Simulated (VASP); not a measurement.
# CaO in VASP: further runs, part 2 of 2

VASP 6.6.1.

**3. Single point, LDA (strain -0.030 along x and y, -0.030 along z)**

INCAR

```
PREC = Accurate
ENCUT = 520
EDIFF = 1E-7
ISMEAR = 0
SIGMA = 0.05
LREAL = F
LASPH = T
NELM = 80
ALGO = Normal
ISIF = 2
LWAVE = F
LCHARG = F
NBANDS = 15
```

KPOINTS

```
regular mesh
0
Gamma
  8 8 8
```

POSCAR

```
CaO
1.0
    0.0000000000      2.3755300000      2.3755300000
    2.3755300000      0.0000000000      2.3755300000
    2.3755300000      2.3755300000      0.0000000000
Ca O
1 1
Direct
    0.0000000000      0.0000000000      0.0000000000
    0.5000000000      0.5000000000      0.5000000000
```

Potentials or basis: VASP PAW LDA potentials, release 64 (Ca_sv, O).

Command:

```sh
cat potpaw_LDA.64/Ca_sv/POTCAR potpaw_LDA.64/O/POTCAR > POTCAR
mpirun -np 1 vasp_std > vasp.out
```

Run time: 7.9 s. Hardware: 1 thread of Intel Xeon Platinum 8559C (Emerald Rapids), shared host; peak memory 0.15 GiB.

The run converged. Its results:

| Item | Value |
| --- | --- |
| Free energy | -14.2176 eV |
| Pressure | -2.4 GPa |
| Band gap on the k mesh | 3.44 eV, indirect (least direct gap 3.81 eV) |

Levels at points of the mesh, in eV from the valence-band top:
```csv
k point,band 4,band 5,band 6,band 7,band 8,band 9,band 10,band 11,band 12,band 13
"(0.00, 0.00, 0.00)",-17.94,-15.28,0.00,0.00,0.00,4.85,6.19,6.19,6.19,7.81
"(0.50, 0.00, 0.00)",-18.01,-13.87,-2.79,-1.30,-1.30,7.12,8.49,8.49,8.58,10.72
"(0.50, 0.50, 0.00)",-18.22,-15.03,-1.29,-0.37,-0.37,3.44,8.28,9.07,9.77,9.77
```

Caveat: the cell differs from its parent crystal (strain -0.030 along x and y, -0.030 along z). A k mesh can miss the band edges.

**4. Single point, LDA (strain -0.015 along x and y, -0.015 along z)**

INCAR

```
SYSTEM = CaO
PREC = Accurate
ENCUT = 520
EDIFF = 1E-7
ISMEAR = 0
SIGMA = 0.05
LREAL = .FALSE.
LASPH = .TRUE.
NELM = 80
ALGO = Normal
ISIF = 2
LWAVE = .FALSE.
LCHARG = .FALSE.
GGA = CA
NBANDS = 15
```

KPOINTS

```
Automatic mesh
0
G
  8 8 8
  0 0 0
```

POSCAR

```
CaO
1.0
    0.0000000000      2.4122650000      2.4122650000
    2.4122650000      0.0000000000      2.4122650000
    2.4122650000      2.4122650000      0.0000000000
Ca O
1 1
Direct
    0.0000000000      0.0000000000      0.0000000000
    0.5000000000      0.5000000000      0.5000000000
```

Command:

```sh
cat potpaw_LDA.64/Ca_sv/POTCAR potpaw_LDA.64/O/POTCAR > POTCAR
mpirun -np 1 vasp_std > vasp.out
```

Run time: 8.1 s. Hardware: 1 thread of Intel Xeon Platinum 8559C (Emerald Rapids), shared host; peak memory 0.15 GiB.

Results (log left out):

```yaml
Free_energy: -14.1795 eV
Pressure: -7.3 GPa
Band_gap_on_the_k_mesh: 3.46 eV, indirect (least direct gap 3.84 eV)
```

Levels at points of the mesh, in eV from the valence-band top:
```
           k point  band 4  band 5  band 6  band 7  band 8  band 9  band 10  band 11  band 12  band 13
(0.00, 0.00, 0.00)  -18.16  -15.19    0.00    0.00    0.00    4.47     6.08     6.08     6.08     7.62
(0.50, 0.00, 0.00)  -18.22  -13.98   -2.68   -1.21   -1.21    6.90     8.23     8.25     8.25    10.34
(0.50, 0.50, 0.00)  -18.39  -14.93   -1.32   -0.38   -0.38    3.46     7.93     8.81     9.46     9.46
```

Caveat: the cell differs from its parent crystal (strain -0.015 along x and y, -0.015 along z).

**5. Single point, LDA (strain +0.030 along x and y, +0.030 along z)**

INCAR

```
PREC = Accurate ; ENCUT = 520
EDIFF = 1E-7 ; ISMEAR = 0
SIGMA = 0.05 ; LREAL = False
LASPH = True ; NELM = 60
ALGO = Normal ; ISIF = 2
LWAVE = False ; LCHARG = False
NBANDS = 15
```

KPOINTS

```
Automatic mesh
0
Gamma
  8 8 8
```

POSCAR

```
CaO
1.0
    0.0000000000      2.5224700000      2.5224700000
    2.5224700000      0.0000000000      2.5224700000
    2.5224700000      2.5224700000      0.0000000000
Ca O
1 1
Direct
    0.0000000000      0.0000000000      0.0000000000
    0.5000000000      0.5000000000      0.5000000000
```

Command:

```sh
cat potpaw_LDA.64/Ca_sv/POTCAR potpaw_LDA.64/O/POTCAR > POTCAR
mpirun -np 1 vasp_std > vasp.out
```

Run time: 8.4 s. Hardware: 1 thread of Intel Xeon Platinum 8559C (Emerald Rapids), shared host; peak memory 0.15 GiB.

It converged, with:

| Quantity | Value |
| --- | --- |
| Free energy | -13.8666 eV |
| Pressure | -16.6 GPa |
| Band gap on the k mesh | 3.48 eV, indirect (least direct gap 3.49 eV) |

Levels at points of the mesh, in eV from the valence-band top:
```tsv
k point	band 5	band 6	band 7	band 8	band 9	band 10	band 11	band 12
(0.00, 0.00, 0.00)	-14.94	0.00	0.00	0.00	3.49	5.74	5.74	5.74
(0.50, 0.00, 0.00)	-14.18	-2.38	-0.97	-0.97	6.30	7.27	7.53	7.53
(0.50, 0.50, 0.00)	-14.70	-1.33	-0.39	-0.39	3.48	6.98	8.05	8.58
```

Caveat: the cell differs from its parent crystal (strain +0.030 along x and y, +0.030 along z). A k mesh can miss the band edges.

**6. Single point, LDA (strain +0.015 along x and y, +0.015 along z)**

INCAR

```
PREC = Accurate ; ENCUT = 520
EDIFF = 1E-6 ; ISMEAR = 0
SIGMA = 0.05 ; LREAL = F
LASPH = T ; NELM = 100
ALGO = Normal ; ISIF = 2
LWAVE = F ; LCHARG = F
NBANDS = 15
```

KPOINTS is that of step 5.

POSCAR

```
CaO
1.0
    0.0000000000      2.4857350000      2.4857350000
    2.4857350000      0.0000000000      2.4857350000
    2.4857350000      2.4857350000      0.0000000000
Ca O
1 1
Direct
    0.0000000000      0.0000000000      0.0000000000
    0.5000000000      0.5000000000      0.5000000000
```

Potentials or basis: VASP PAW LDA potentials, release 64 (Ca_sv, O).

Command:

```sh
cat potpaw_LDA.64/Ca_sv/POTCAR potpaw_LDA.64/O/POTCAR > POTCAR
mpirun -np 1 vasp_std > vasp.out
```

OUTCAR:

```text
PREC = Accurate
   ENCUT = 520
   EDIFF = 1E-6
   ISMEAR = 0
   LREAL = F
   LASPH = T
   NELM = 100
   ISIF = 2

 ion  position               nearest neighbor table
   1  0.000  0.000  0.000-   2 2.49   2 2.49   2 2.49   2 2.49   2 2.49   2 2.49
   2  0.500  0.500  0.500-   1 2.49   1 2.49   1 2.49   1 2.49   1 2.49   1 2.49

  LATTYP: Found a face centered cubic cell.
 ALAT       =     4.9714700000

  Lattice vectors:

 A1 = (   0.0000000000,   2.4857350000,   2.4857350000)
[... 609 lines left out ...]
      9       7.7154      0.00000
     10       7.7739      0.00000
     11       9.5995      0.00000
     12       9.6249      0.00000
     13      10.8849      0.00000
     14      12.3394      0.00000
     15      13.8273      0.00000

 [... further k-points ...]
[... 5 lines left out ...]
  --------------------------------------------------------------------------------------
  -------------------------------------------------------------------------------------
  Total       -2.7265618     -2.7265618     -2.7265618      0.0000000     -0.0000000      0.0000000
  in kB     -142.2104294   -142.2104294   -142.2104294      0.0000000     -0.0000000      0.0000000
  external PRESSURE =    -142.2104294 kB  Pullay stress =       0.0000000 kB

 VOLUME and BASIS-vectors are now :
 -----------------------------------------------------------------------------
  energy-cutoff  :      520.00
  volume of cell :       30.72
      direct lattice vectors                 reciprocal lattice vectors
     0.000000000  2.485735000  2.485735000    -0.201147749  0.201147749  0.201147749
     2.485735000  0.000000000  2.485735000     0.201147749 -0.201147749  0.201147749
     2.485735000  2.485735000  0.000000000     0.201147749  0.201147749 -0.201147749

 POSITION                                       TOTAL-FORCE (eV/Angst)
 -----------------------------------------------------------------------------------
      0.00000      0.00000      0.00000        -0.000000     -0.000000     -0.000000
      2.48574      2.48574      2.48574         0.000000      0.000000      0.000000
 -----------------------------------------------------------------------------------
    total drift:                                0.000000      0.000000      0.000000

  FREE ENERGIE OF THE ION-ELECTRON SYSTEM (eV)
  ---------------------------------------------------
  free  energy   TOTEN  =       -13.9987629264 eV

  energy  without entropy=      -13.9987629264  energy(sigma->0) =      -13.99876293
```

OSZICAR:

```text
N       E                     dE             d eps       ncg     rms          rms(c)
DAV:   1     0.122022219847E+03    0.12202E+03   -0.83491E+03   870   0.108E+03
DAV:   2    -0.103776238381E+02   -0.13240E+03   -0.12458E+03  1073   0.281E+02
DAV:   3    -0.155833750515E+02   -0.52058E+01   -0.51716E+01  1068   0.579E+01
DAV:   4    -0.157039645809E+02   -0.12059E+00   -0.12053E+00  1171   0.819E+00
DAV:   5    -0.157054124387E+02   -0.14479E-02   -0.14477E-02  1061   0.758E-01    0.845E+00
DAV:   6    -0.141847701636E+02    0.15206E+01   -0.53952E+00   954   0.210E+01    0.408E+00
DAV:   7    -0.140356014745E+02    0.14917E+00   -0.48809E-01   982   0.672E+00    0.185E+00
DAV:   8    -0.139992955631E+02    0.36306E-01   -0.85473E-02  1073   0.305E+00    0.339E-01
DAV:   9    -0.139986470123E+02    0.64855E-03   -0.37912E-03   977   0.479E-01    0.112E-01
DAV:  10    -0.139987957516E+02   -0.14874E-03   -0.31773E-04  1122   0.194E-01    0.633E-02
DAV:  11    -0.139987633084E+02    0.32443E-04   -0.46357E-05  1031   0.693E-02    0.842E-03
DAV:  12    -0.139987629264E+02    0.38202E-06   -0.60373E-06  1228   0.254E-02
   1 F= -.13998763E+02 E0= -.13998763E+02  d E =-.216167E-13
```

stdout:

```text
POSCAR found type information on POSCAR CaO
 POSCAR found :  2 types and       2 ions
 scaLAPACK will be used
 LDA part: xc-table for (Slater(with rela. corr.)+CA(PZ))
 , standard interpolation
 POSCAR, INCAR and KPOINTS ok, starting setup
 FFT: planning ... GRIDC
 FFT: planning ... GRID_SOFT
 FFT: planning ... GRID
 WAVECAR not read
 entering main loop
```

Run time: 8.1 s. Hardware: 1 thread of Intel Xeon Platinum 8559C (Emerald Rapids), shared host; peak memory 0.15 GiB.

What came out:

| Property | Result |
| --- | --- |
| Free energy | -13.9988 eV |
| Pressure | -14.2 GPa |
| Band gap on the k mesh | 3.48 eV, indirect (least direct gap 3.80 eV) |

Caveat: the cell differs from its parent crystal (strain +0.015 along x and y, +0.015 along z).

**7. Summary**

```csv
cell,gap on the mesh (eV),pressure (GPa)
"a = 3.541, b = 3.541, c = 3.567 Å, angles 59.8, 59.8, 60.5°, 2 atoms",3.44,-15.8
"a = 3.360 Å, angles 60.0°, 2 atoms",3.44,-2.4
"a = 3.411 Å, angles 60.0°, 2 atoms",3.46,-7.3
"a = 3.567 Å, angles 60.0°, 2 atoms",3.48,-16.6
"a = 3.515 Å, angles 60.0°, 2 atoms",3.48,-14.2
```

Alike in all rows: task single point; level LDA; potentials or basis VASP PAW LDA potentials, release 64 (Ca_sv, O); no spin polarisation; k mesh 8 × 8 × 8; cutoff (eV) 520; smearing gaussian 0.05 eV.

Total energies depend on the potentials used, so only differences within one code and one set of settings carry meaning.
